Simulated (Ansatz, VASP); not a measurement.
# BiBrO: VASP beside Ansatz

```
CELL_PARAMETERS angstrom
4.07670 0.00000 0.00000
0.00000 4.07670 0.00000
0.00000 0.00000 8.14960
ATOMIC_POSITIONS crystal
Bi 0.00000 0.50000 0.15756
Bi 0.50000 0.00000 0.84244
Br 0.00000 0.50000 0.65172
Br 0.50000 0.00000 0.34828
O 0.00000 0.00000 0.00000
O 0.50000 0.50000 0.00000
```

Alike in both runs: task single point; functional LDA; k mesh 8 × 8 × 4; occupations gaussian, width 0.05 eV; no spin polarisation.

|  | VASP | Ansatz |
| --- | --- | --- |
| version | VASP 6.6.1 | Ansatz 0.2.0 |
| potentials or method | VASP PAW LDA potentials, release 64 (Bi_d, Br, O), cutoff 520 eV | scalar-relativistic, plane waves, PAW |
| valence electrons in the cell | 56 | 56 |

|  | VASP | Ansatz | Ansatz less VASP |
| --- | --- | --- | --- |
| gap on the k mesh at the Fermi level (eV) | 1.91 | 1.91 | +0.003 |
| least direct gap on the mesh (eV) | 2.00 | 2.00 | +0.003 |
| pressure (GPa) | -9.6 | -9.7 | -0.16 |
| traceless stress, the component that is largest in VASP (GPa) | 1.99 | 2.02 | +0.033 |
| rms of the force components (eV/Å) | 0.397 | 0.415 | +0.0179 |

LDA's correlation is that of Perdew and Zunger in VASP and of Perdew and Wang (1992) in Ansatz. Atom by atom the forces differ by 0.018 eV/Å (rms over components).

Spin-orbit coupling is off throughout.
